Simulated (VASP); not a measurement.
A run of VASP 6.6.1 is set up as follows.

INCAR

```
  PREC = Accurate
  ENCUT = 520
  EDIFF = 1E-7
  ISMEAR = 0
  SIGMA = 0.15
  LREAL = False
  LASPH = True
  NELM = 100
  ALGO = Fast
  ISIF = 2
  LWAVE = False
  LCHARG = True
  GGA = PE
  LELF = True
  LVHAR = True
  NBANDS = 12
```

File KPOINTS:

```
Automatic mesh
0
Gamma
  18 18 18
```

The input POSCAR:

```
In
1.0
   -1.7319232208      1.7319232208      2.0331272592
    1.7319232208     -1.7319232208      2.0331272592
    1.7319232208      1.7319232208     -2.0331272592
In
1
Direct
    0.0000000000      0.0000000000      0.0000000000
```

Potentials or basis: VASP PAW PBE potentials, release 64 (In_d).

Command:

```console
$ cat potpaw_PBE.64/In_d/POTCAR > POTCAR
$ mpirun -np 1 vasp_std > vasp.out
```

(1) Predict the pressure.

## Answers

(1) 5.8 GPa.

Caveat: the cell differs from its parent crystal (strain -0.080 along x and y, +0.080 along z).
